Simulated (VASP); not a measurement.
CdSe, 2 atoms in the cell. It takes space group R3m (No. 160, trigonal). The conventional cell has a = 4.425 Å, b = 4.425 Å, c = 10.434 Å, α = 90.00°, β = 90.00°, γ = 120.00°. Within 3.5 Å of Cd (site symmetry 3m) lie 4 Se at 2.66 to 2.68 Å. Within 3.5 Å of Se (site symmetry 3m) lie 4 Cd at 2.66 to 2.68 Å.  This cell differs from its parent crystal: epitaxial 111 strain +2.0%.

```yaml
Program: VASP 6.6.1
Task: single point
Functional: r2SCAN
Potentials_or_basis: VASP PAW PBE potentials, release 64 (Cd, Se)
Cutoff: 520 eV
k_mesh: 8 × 8 × 8
Occupations: gaussian, width 0.01 eV
Spin: no spin polarisation
Dipole_correction: no
Further_INCAR_settings: ALGO = Normal; EDIFF = 1e-06; NBANDS = 16
```

Potentials or basis: VASP PAW PBE potentials, release 64 (Cd, Se).

Launch:

```bash
$ cat potpaw_PBE.64/Cd/POTCAR potpaw_PBE.64/Se/POTCAR > POTCAR
$ cp INCAR.step1 INCAR
$ mpirun -np 1 vasp_std > vasp.out
$ cp INCAR.step2 INCAR
$ mpirun -np 1 vasp_std > vasp.out
```

Hardware: 1 thread of Intel(R) Xeon(R) Platinum 8488C (Sapphire Rapids) (shared host).

Question: Estimate the wall time of this run.

Answer: Run time: 2.1 min on 1 thread of Intel(R) Xeon(R) Platinum 8488C (Sapphire Rapids), on a shared host, peak memory 0.23 GiB. Counts: k points 65.
